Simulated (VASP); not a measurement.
# HC12 in VASP: notebook

Runs on HC12. Level: LDA. Tasks: single point.

All numbers are computed with VASP 6.6.1; they aren't measurements. Logs are shortened: lines on timing, memory, paths and dates and some standing lists are left out, and cuts for length are marked.

## Step 1: The cell of the first run

The cell holds a slab with vacuum, 26 atoms: a = 4.889 Å, b = 7.202 Å, c = 22.768 Å, α = 90.00°, β = 90.00°, γ = 109.84°.

## Step 2: Single point, LDA

The input, INCAR:

```
SYSTEM = HC12
PREC = Accurate
ENCUT = 520
EDIFF = 1E-6
ISMEAR = 0
SIGMA = 0.05
LREAL = Auto
LASPH = .TRUE.
NELM = 100
ALGO = Normal
ISIF = 2
LWAVE = .FALSE.
LCHARG = .FALSE.
LDIPOL = .TRUE.
IDIPOL = 3
DIPOL = 0.5 0.5 0.302
GGA = CA
NBANDS = 68
```

The input, KPOINTS:

```
regular mesh
0
G
  6 4 1
  0 0 0
```

The input, POSCAR:

```
HC12
1.0
    4.8892663280      0.0000000000      0.0000000000
   -2.4446331640      6.7739291692      0.0000000000
    0.0000000000      0.0000000000     22.7684096771
C H
24 2
Direct
    0.4020794403      0.3041588806      0.1756820110
    0.4020794403      0.8041588805      0.1756820110
    0.9020794403      0.3041588806      0.1756820110
    0.9020794403      0.8041588805      0.1756820110
    0.1630408159      0.3260816317      0.2059829668
    0.1630408159      0.8260816317      0.2059829668
    0.6630408159      0.3260816317      0.2059829668
    0.6630408159      0.8260816317      0.2059829668
    0.1846395683      0.3692791367      0.2666259491
    0.1846395683      0.8692791367      0.2666259491
    0.6846395683      0.3692791367      0.2666259491
    0.6846395683      0.8692791367      0.2666259491
    0.4461625696      0.3923265051      0.2960492075
    0.4461625696      0.8923265051      0.2960492075
    0.9461625696      0.3923265051      0.2960492075
    0.9461625696      0.8923265051      0.2960492075
    0.4715644646      0.4431294558      0.3591099590
    0.4715644646      0.9431294558      0.3591099590
    0.9715644646      0.4431294558      0.3591099590
    0.9715644646      0.9431294558      0.3591099590
    0.2327030006      0.4654044969      0.3851129614
    0.2327030006      0.9654044969      0.3851129614
    0.7327030006      0.4654044969      0.3851129614
    0.7327030006      0.9654044969      0.3851129614
    0.2327030006      0.9015988039      0.5432267713
    0.2327030006      1.0292101898      0.5432267713
```

Potentials or basis: VASP PAW LDA potentials, release 64 (C, H).

Started as:

```bash
cat potpaw_LDA.64/C/POTCAR potpaw_LDA.64/H/POTCAR > POTCAR
mpirun -np 1 vasp_std > vasp.out
```

OUTCAR:

```text
SYSTEM = HC12
   PREC = Accurate
   ENCUT = 520
   EDIFF = 1E-6
   ISMEAR = 0
   LREAL = Auto
   LASPH = .TRUE.
   NELM = 100
   ISIF = 2
   GGA = CA

 ion  position               nearest neighbor table
   1  0.402  0.304  0.176-   5 1.41   7 1.41
   2  0.402  0.804  0.176-   8 1.41   6 1.41
   3  0.902  0.304  0.176-   7 1.41   5 1.41
   4  0.902  0.804  0.176-   6 1.41   8 1.41
   5  0.163  0.326  0.206-   1 1.41   3 1.41   9 1.41
   6  0.163  0.826  0.206-   4 1.41   2 1.41  10 1.41
   7  0.663  0.326  0.206-   3 1.41   1 1.41  11 1.41
   8  0.663  0.826  0.206-   2 1.41   4 1.41  12 1.41
   9  0.185  0.369  0.267-  13 1.40  15 1.40   5 1.41
  10  0.185  0.869  0.267-  14 1.40  16 1.40   6 1.41
[... 8 lines left out ...]
  19  0.972  0.443  0.359-  23 1.37  21 1.37  15 1.48
  20  0.972  0.943  0.359-  24 1.37  22 1.37  16 1.48
  21  0.233  0.465  0.385-  17 1.37  19 1.37
  22  0.233  0.965  0.385-  18 1.37  20 1.37
  23  0.733  0.465  0.385-  19 1.37  17 1.37
  24  0.733  0.965  0.385-  20 1.37  18 1.37
  25  0.233  0.902  0.543-
  26  0.233  0.029  0.543-

  LATTYP: Found a base centered orthorhombic cell.
 ALAT       =     4.8892663280
 B/A-ratio  =     2.7709389159
 C/A-ratio  =     4.6568151845

  Lattice vectors:

 A1 = (   2.4446331640,  -6.7739291692,   0.0000000000)
 A2 = (   2.4446331640,   6.7739291692,   0.0000000000)
 A3 = (   0.0000000000,   0.0000000000,  22.7684096771)

Analysis of symmetry for initial positions (statically):
=====================================================================
 Subroutine PRICEL returns:
 Original cell was already a primitive cell.

 Routine SETGRP: Setting up the symmetry group for a
 base centered orthorhombic supercell.

 Subroutine GETGRP returns: Found  1 space group operations
 (whereof  1 operations were pure point group operations)
 out of a pool of  8 trial point group operations.

The static configuration has the point symmetry C_1 .

Analysis of symmetry for dynamics (positions and initial velocities):
=====================================================================
 Subroutine PRICEL returns:
 Original cell was already a primitive cell.

 Routine SETGRP: Setting up the symmetry group for a
 base centered orthorhombic supercell.

 Subroutine GETGRP returns: Found  1 space group operations
 (whereof  1 operations were pure point group operations)
[... 170 lines left out ...]
   TEBEG  =    0.0;   TEEND  =   0.0 temperature during run
   PSTRESS=    0.0 pullay stress
   NELECT =      98.0000    total number of electrons
   NUPDOWN=      -1.0000    fix difference up-down
   EMIN   =  10.00;   EMAX   =-10.00  energy-range for DOS
   EFERMI =   0.00;   METHOD = LEGACY
   ISMEAR =     0;   SIGMA  =   0.05  broadening in eV -4-tet -1-fermi 0-gaus
   EFERMI_NEDOS =   21; number of points for ismear=-14 and -15
   IALGO  =     38    algorithm
   IMIX   =      4    mixing-type and parameters
     AMIX     =   0.40;   BMIX     =  1.00
     AMIX_MAG =   1.60;   BMIX_MAG =  1.00
  volume/ion in A,a.u.               =      29.00       195.72
  Fermi-wavevector in a.u.,A,eV,Ry     =   0.829235  1.567028  9.355793  0.687631
  Thomas-Fermi vector in A             =   1.941748
   LORBIT       =      0    0 simple, 1 ext, 2 COOP (PROOUT), +10 PAW based schemes
   GGA     = CA    functional components
   LHFCALC =     F    Hartree Fock is set to
   AEXX    =    0.0000 exact exchange contribution
   IVDW    =     0    specifies the selected vdW correction
   LEPSILON=     F    determine dielectric tensor
   LRPA    =     F    only Hartree local field effects (RPA)
 non-spin polarized calculation
 Gauss-broadening in eV      SIGMA  =   0.05
  energy-cutoff  :      520.00
  volume of cell :      754.08
 maximum number of plane-waves:     20327
   NGX = 19   NGY = 27   NGZ = 85

 dipolmoment           0.000000      0.000000      0.016355 electrons x Angstroem

 number of electron      97.9999999 magnetization

 dipolmoment           0.000000      0.000000     -0.109241 electrons x Angstroem

 Free energy of the ion-electron system (eV)
  ---------------------------------------------------
  ext. energy  EPLUGINS =         0.00000000
  ---------------------------------------------------
  free energy    TOTEN  =      -221.13060912 eV

  energy without entropy =     -221.10563376  energy(sigma->0) =     -221.11812144

 E-fermi :  -3.6657     XC(G=0):  -4.0372

 val. band max:       -3.6727814553   @ k =   0.3333   0.5000   0.0000
 cond. band min:      -3.6480249658   @ k =   0.3333   0.0000   0.0000
 fundamental gap:      0.0247564896
 Fermi energy:        -3.6657088455

 k-point     1 :       0.0000    0.0000    0.0000
  band No.  band energies     occupation
      1     -22.5897      2.00000
      2     -22.2610      2.00000
      3     -20.8401      2.00000
      4     -20.5775      2.00000
      5     -18.3518      2.00000
      6     -18.2118      2.00000
[... 885 lines left out ...]
     60       2.0861      0.00000
     61       2.1083      0.00000
 [bands above 61 left out]

------------------------ aborting loop because EDIFF is reached ----------------------------------------

 vacuum level on the upper side and lower side of the slab       (xc-potential included)        -0.357         0.226

  FORCE on cell =-STRESS in cart. coord.  units (eV):
  Direction    XX          YY          ZZ          XY          YZ          ZX
  --------------------------------------------------------------------------------------
  -------------------------------------------------------------------------------------
  Total        1.4834613     -3.9719004      4.6461270      0.9321443      1.7522824     -0.0117468
  in kB        3.1518807     -8.4390175      9.8715333      1.9805083      3.7230394     -0.0249582
  external PRESSURE =       1.5281322 kB  Pullay stress =       0.0000000 kB

 VOLUME and BASIS-vectors are now :
 -----------------------------------------------------------------------------
  energy-cutoff  :      520.00
  volume of cell :      754.08
      direct lattice vectors                 reciprocal lattice vectors
     4.889266328  0.000000000  0.000000000     0.204529664  0.073812405  0.000000000
    -2.444633164  6.773929169  0.000000000     0.000000000  0.147624809  0.000000000
     0.000000000  0.000000000 22.768409677     0.000000000  0.000000000  0.043920503

 POSITION                                       TOTAL-FORCE (eV/Angst)
 -----------------------------------------------------------------------------------
      1.22232      2.06035      4.00000         0.001812      0.295148      1.824949
      0.00000      5.44732      4.00000         0.004690      0.293293      1.816671
      3.66695      2.06035      4.00000         0.002577      0.294811      1.824530
      2.44463      5.44732      4.00000        -0.000315      0.293267      1.816675
      0.00000      2.20885      4.68990        -0.000447     -0.704531     -3.472748
     -1.22232      5.59582      4.68990        -0.000631     -0.703546     -3.462762
[... 18 lines left out ...]
     -1.06633      6.10737     12.36841        -1.057894      2.941597     -0.023762
      1.06634      0.19787     12.36841         1.058906     -2.943159     -0.027268
 -----------------------------------------------------------------------------------
    total drift:                               -0.009806      0.011022      0.023083

  FREE ENERGIE OF THE ION-ELECTRON SYSTEM (eV)
  ---------------------------------------------------
  free  energy   TOTEN  =      -221.1306091164 eV

  energy  without entropy=     -221.1056337590  energy(sigma->0) =     -221.11812144

 vacuum level on the upper side and lower side of the slab         2.813         3.412
```

OSZICAR:

```text
N       E                     dE             d eps       ncg     rms          rms(c)
DAV:   1     0.764383946587E+03    0.76438E+03   -0.39144E+04  1944   0.114E+03
DAV:   2    -0.105821808998E+03   -0.87021E+03   -0.82843E+03  2728   0.274E+02
DAV:   3    -0.232210655942E+03   -0.12639E+03   -0.12428E+03  2236   0.106E+02
[... 26 lines left out ...]
DAV:  30    -0.221130598893E+03   -0.10164E-04   -0.31935E-07  1420   0.838E-04    0.112E-03
DAV:  31    -0.221130605334E+03   -0.64411E-05   -0.22764E-07  1388   0.651E-04    0.476E-04
DAV:  32    -0.221130607750E+03   -0.24161E-05   -0.75871E-08  1300   0.433E-04    0.393E-04
DAV:  33    -0.221130608822E+03   -0.10719E-05   -0.41826E-08  1260   0.292E-04    0.201E-04
DAV:  34    -0.221130609116E+03   -0.29452E-06   -0.17218E-08  1332   0.226E-04
   1 F= -.22113061E+03 E0= -.22111812E+03  d E =-.249754E-01
```

Run time: 16 min. Hardware: 1 thread of Intel Xeon 6975P-C (Granite Rapids), shared host; peak memory 0.81 GiB.

What came out:

```yaml
Free_energy: -221.1306 eV
Largest_force: 3.544 eV/Å
Band_gap_on_the_k_mesh: zero (band 49 reaches -3.63 eV, above the bottom of band 50 at -3.68 eV)
```

Forces on the atoms (eV/Å):
```
C    0.002  0.295  1.825
C    0.005  0.293  1.817
C    0.003  0.295  1.825
C    0.000  0.293  1.817
C    0.000 -0.705 -3.473
C   -0.001 -0.704 -3.463
C   -0.001 -0.705 -3.473
C   -0.001 -0.702 -3.459
C   -0.002  0.396  1.551
C   -0.002  0.395  1.545
C   -0.002  0.396  1.551
C   -0.002  0.396  1.548
C    0.002 -0.003  0.019
C   -0.001 -0.001  0.024
C    0.001 -0.002  0.019
C    0.004 -0.001  0.024
C    0.002 -0.061 -0.029
C    0.004 -0.058 -0.008
C    0.002 -0.061 -0.030
C    0.000 -0.059 -0.009
C   -0.003  0.078  0.114
C   -0.003  0.072  0.098
C   -0.002  0.077  0.108
C   -0.002  0.077  0.111
H   -1.058  2.942 -0.024
H    1.059 -2.943 -0.027
```

Levels at points of the mesh, in eV from the Fermi level:
| k point | band 47 | band 48 | band 49 | band 50 | band 51 | band 52 |
| --- | --- | --- | --- | --- | --- | --- |
| (0.00, 0.00, 0.00) | -0.26 | -0.26 | -0.19 | 0.37 | 0.38 | 0.39 |
| (0.50, 0.00, 0.00) | -0.14 | -0.05 | -0.05 | 0.03 | 0.03 | 0.14 |
| (0.00, 0.50, 0.00) | -0.37 | -0.26 | -0.26 | 0.42 | 0.42 | 0.59 |
| (0.50, 0.50, 0.00) | -0.14 | -0.05 | -0.05 | 0.03 | 0.03 | 0.14 |

(Continued in part 2 of 3.)
